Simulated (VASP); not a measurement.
# HfC (Fm-3m) in VASP: notebook

Runs on HfC. Level: PBEsol. Tasks: single point, relaxation of cell and atoms.

All numbers are computed with VASP 6.6.1; they aren't measurements. Logs are shortened: lines on timing, memory, paths and dates and some standing lists are left out, and cuts for length are marked.

**1. The cell of the first run**

It takes space group Fm-3m (No. 225, cubic). Conventional cell: a = 4.605 Å, b = 4.605 Å, c = 4.605 Å, α = 90.00°, β = 90.00°, γ = 90.00°. Hf (site symmetry m-3m) has 6 C at 2.30 Å within 3.0 Å. C (site symmetry m-3m) has 6 Hf at 2.30 Å within 3.0 Å.

**2. Single point, PBEsol**

The input, INCAR:

```
SYSTEM = HfC
PREC = Accurate
ENCUT = 520
EDIFF = 1E-6
ISMEAR = 0
SIGMA = 0.1
LREAL = .FALSE.
LASPH = .TRUE.
NELM = 80
ALGO = Normal
ISIF = 2
LWAVE = .FALSE.
LCHARG = .FALSE.
GGA = PS
NBANDS = 14
```

The input, KPOINTS:

```
Automatic mesh
0
G
  8 8 8
  0 0 0
```

The input, POSCAR:

```
HfC
1.0
    0.0000000000      2.3026974698      2.3026974698
    2.3026974698      0.0000000000      2.3026974698
    2.3026974698      2.3026974698      0.0000000000
Hf C
1 1
Direct
    0.0000000000      0.0000000000      0.0000000000
    0.5000000000      0.5000000000      0.5000000000
```

Potentials or basis: VASP PAW PBE potentials, release 64 (Hf_pv, C).

Command:

```sh
$ cat potpaw_PBE.64/Hf_pv/POTCAR potpaw_PBE.64/C/POTCAR > POTCAR
$ mpirun -np 1 vasp_std > vasp.out
```

OUTCAR:

```text
SYSTEM = HfC
   PREC = Accurate
   ENCUT = 520
   EDIFF = 1E-6
   ISMEAR = 0
   LREAL = .FALSE.
   LASPH = .TRUE.
   NELM = 80
   ISIF = 2
   GGA = PS

 ion  position               nearest neighbor table
   1  0.000  0.000  0.000-   2 2.30   2 2.30   2 2.30   2 2.30   2 2.30   2 2.30
   2  0.500  0.500  0.500-   1 2.30   1 2.30   1 2.30   1 2.30   1 2.30   1 2.30

  LATTYP: Found a face centered cubic cell.
 ALAT       =     4.6053949396

  Lattice vectors:

 A1 = (   0.0000000000,   2.3026974698,   2.3026974698)
 A2 = (   2.3026974698,   0.0000000000,   2.3026974698)
 A3 = (   2.3026974698,   2.3026974698,   0.0000000000)

Analysis of symmetry for initial positions (statically):
=====================================================================
 Subroutine PRICEL returns:
 Original cell was already a primitive cell.

 Routine SETGRP: Setting up the symmetry group for a
 face centered cubic supercell.

 Subroutine GETGRP returns: Found 48 space group operations
 (whereof 48 operations were pure point group operations)
 out of a pool of 48 trial point group operations.

The static configuration has the point symmetry O_h .

Analysis of symmetry for dynamics (positions and initial velocities):
=====================================================================
 Subroutine PRICEL returns:
 Original cell was already a primitive cell.

 Routine SETGRP: Setting up the symmetry group for a
 face centered cubic supercell.

 Subroutine GETGRP returns: Found 48 space group operations
 (whereof 48 operations were pure point group operations)
 out of a pool of 48 trial point group operations.

The dynamic configuration has the point symmetry O_h .

 Subroutine INISYM returns: Found 48 space group operations
 (whereof 48 operations are pure point group operations),
 and found     1 'primitive' translations

----------------------------------------------------------------------------------------

                                     Primitive cell

  volume of cell :      24.4197

  direct lattice vectors                    reciprocal lattice vectors
     0.000000000  2.302697470  2.302697470    -0.217136644  0.217136644  0.217136644
     2.302697470  0.000000000  2.302697470     0.217136644 -0.217136644  0.217136644
     2.302697470  2.302697470  0.000000000     0.217136644  0.217136644 -0.217136644

  length of vectors
     3.256505992  3.256505992  3.256505992     0.376091699  0.376091699  0.376091699

  position of ions in fractional coordinates (direct lattice)
     0.000000000  0.000000000  0.000000000
     0.500000000  0.500000000  0.500000000

  ion indices of the primitive-cell ions
   primitive index   ion index
                 1           1
                 2           2

----------------------------------------------------------------------------------------
[... 87 lines left out ...]
   IALGO  =     38    algorithm
   IMIX   =      4    mixing-type and parameters
     AMIX     =   0.40;   BMIX     =  1.00
     AMIX_MAG =   1.60;   BMIX_MAG =  1.00
  volume/ion in A,a.u.               =      12.21        82.40
  Fermi-wavevector in a.u.,A,eV,Ry     =   1.359995  2.570018 25.165149  1.849586
  Thomas-Fermi vector in A             =   2.486695
   LORBIT       =      0    0 simple, 1 ext, 2 COOP (PROOUT), +10 PAW based schemes
   GGA     = PS    functional components
   LHFCALC =     F    Hartree Fock is set to
   AEXX    =    0.0000 exact exchange contribution
   IVDW    =     0    specifies the selected vdW correction
   LEPSILON=     F    determine dielectric tensor
   LRPA    =     F    only Hartree local field effects (RPA)
 non-spin polarized calculation
 Gauss-broadening in eV      SIGMA  =   0.10
  energy-cutoff  :      520.00
  volume of cell :       24.42
 maximum number of plane-waves:       684
   NGX = 13   NGY = 13   NGZ = 13

 number of electron      14.0000002 magnetization

 Free energy of the ion-electron system (eV)
  ---------------------------------------------------
  ext. energy  EPLUGINS =         0.00000000
  ---------------------------------------------------
  free energy    TOTEN  =       -22.19209507 eV

  energy without entropy =      -22.19023174  energy(sigma->0) =      -22.19116340

 E-fermi :   5.9668     XC(G=0): -12.5631

 val. band max:        5.7899079593   @ k =   0.3750   0.3750   0.0000
 cond. band min:       5.9848528478   @ k =   0.5000   0.5000   0.0000
 fundamental gap:      0.1949448886
 Fermi energy:         5.9667657059

 k-point     1 :       0.0000    0.0000    0.0000
  band No.  band energies     occupation
      1     -23.3310      2.00000
      2     -23.3310      2.00000
      3     -23.3310      2.00000
      4      -6.4039      2.00000
      5       7.0757      0.00000
      6       7.0757      0.00000
      7       7.0757      0.00000
      8       7.3813      0.00000
      9       7.3813      0.00000
     10       7.3813      0.00000
     11       9.4829      0.00000
     12       9.4829      0.00000
     13      13.2084      0.00000
     14      17.0585      0.00000
[... 377 lines left out ...]
      1     -23.9798      2.00000
      2     -23.6069      2.00000
      3     -23.4739      2.00000
      4      -3.0964      2.00000
      5       0.9301      2.00000
      6       3.2192      2.00000
      7       3.4798      2.00000
      8       9.9979      0.00000
      9      10.3229      0.00000
     10      12.2442      0.00000
     11      15.2215      0.00000
     12      15.8809      0.00000
     13      17.3243      0.00000
     14      19.6361      0.00000

 [... further k-points ...]

------------------------ aborting loop because EDIFF is reached ----------------------------------------

  FORCE on cell =-STRESS in cart. coord.  units (eV):
  Direction    XX          YY          ZZ          XY          YZ          ZX
  --------------------------------------------------------------------------------------
  -------------------------------------------------------------------------------------
  Total       -0.0082804     -0.0082804     -0.0082804      0.0000000      0.0000000     -0.0000000
  in kB       -0.5432784     -0.5432784     -0.5432784      0.0000000      0.0000000     -0.0000000
  external PRESSURE =      -0.5432784 kB  Pullay stress =       0.0000000 kB

 VOLUME and BASIS-vectors are now :
 -----------------------------------------------------------------------------
  energy-cutoff  :      520.00
  volume of cell :       24.42
      direct lattice vectors                 reciprocal lattice vectors
     0.000000000  2.302697470  2.302697470    -0.217136644  0.217136644  0.217136644
     2.302697470  0.000000000  2.302697470     0.217136644 -0.217136644  0.217136644
     2.302697470  2.302697470  0.000000000     0.217136644  0.217136644 -0.217136644

 POSITION                                       TOTAL-FORCE (eV/Angst)
 -----------------------------------------------------------------------------------
      0.00000      0.00000      0.00000         0.000000      0.000000      0.000000
      2.30270      2.30270      2.30270        -0.000000     -0.000000     -0.000000
 -----------------------------------------------------------------------------------
    total drift:                                0.000000     -0.000000     -0.000000

  FREE ENERGIE OF THE ION-ELECTRON SYSTEM (eV)
  ---------------------------------------------------
  free  energy   TOTEN  =       -22.1920950687 eV

  energy  without entropy=      -22.1902317362  energy(sigma->0) =      -22.19116340
```

OSZICAR:

```text
N       E                     dE             d eps       ncg     rms          rms(c)
DAV:   1     0.253407786220E+02    0.25341E+02   -0.73960E+03   812   0.963E+02
DAV:   2    -0.235902844300E+02   -0.48931E+02   -0.46443E+02  1050   0.206E+02
DAV:   3    -0.250668160704E+02   -0.14765E+01   -0.14715E+01   962   0.268E+01
DAV:   4    -0.250724919324E+02   -0.56759E-02   -0.56756E-02   944   0.210E+00
DAV:   5    -0.250725229605E+02   -0.31028E-04   -0.31028E-04   982   0.139E-01    0.610E+01
DAV:   6    -0.222611515737E+02    0.28114E+01   -0.10462E+01   920   0.172E+01    0.429E+01
DAV:   7    -0.222090917042E+02    0.52060E-01   -0.50848E-01  1010   0.492E+00    0.239E+01
DAV:   8    -0.221970691476E+02    0.12023E-01   -0.58140E-02   992   0.184E+00    0.495E+00
DAV:   9    -0.221924480087E+02    0.46211E-02   -0.17911E-02   860   0.761E-01    0.205E+00
DAV:  10    -0.221921007231E+02    0.34729E-03   -0.13428E-03  1048   0.270E-01    0.105E-01
DAV:  11    -0.221920953446E+02    0.53785E-05   -0.76742E-05   932   0.750E-02    0.377E-02
DAV:  12    -0.221920950687E+02    0.27590E-06   -0.20079E-06   980   0.116E-02
   1 F= -.22192095E+02 E0= -.22191163E+02  d E =-.186333E-02
```

Wall time 3.4 s (1 thread of Intel Xeon 6975P-C (Granite Rapids), shared host); peak memory 0.14 GiB.

Results:

| Property | Result |
| --- | --- |
| Free energy | -22.1921 eV |
| Pressure | -0.1 GPa |
| Band gap on the k mesh | zero (band 7 reaches 7.08 eV, above the bottom of band 8 at 5.61 eV) |

Caveat: the PAW data sets were made with another functional, which shifts forces and pressure a little; spin-orbit coupling is left out, which moves the levels of the heavy elements.

(Continued in part 2 of 2.)
